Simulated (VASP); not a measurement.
Here is a VASP 6.6.1 calculation.

Contents of INCAR:

```
SYSTEM = C
ALGO = Normal
EDIFF = 1E-6
ENCUT = 520
GGA = PE
ISIF = 2
ISMEAR = 0
IVDW = 12
LASPH = .True.
LCHARG = .False.
LREAL = .False.
LWAVE = .False.
NBANDS = 11
NELM = 60
PREC = Accurate
SIGMA = 0.05
```

The input KPOINTS:

```
k-points
0
Gamma
  15 15 15
  0 0 0
```

The input POSCAR:

```
C
1.0
    1.2016689031      0.6937838646      3.2769132065
   -1.2016689031      0.6937838646      3.2769132065
    0.0000000000     -1.3875677293      3.2769132064
C
2
Direct
    0.1741331993      0.1741331993      0.1741331993
    0.8258668007      0.8258668007      0.8258668007
```

Potentials or basis: VASP PAW PBE potentials, release 64 (C).

Launch:

```bash
$ cat potpaw_PBE.64/C/POTCAR > POTCAR
$ mpirun -np 1 vasp_std > vasp.out
```

(1) What does it give for the pressure?

(2) Predict the dispersion energy per atom.

(3) Estimate the largest force.

## Answers

(1) 24.6 GPa.

(2) -0.159 eV.

(3) 2.420 eV/Å.

Caveat: the cell differs from its parent crystal (atoms displaced along a vibrational mode, the cell strained); the stress differs along the axes, from -2 to 38 GPa; forces of over 1 eV/Å act on the atoms, so gaps and moduli don't describe the material at rest.
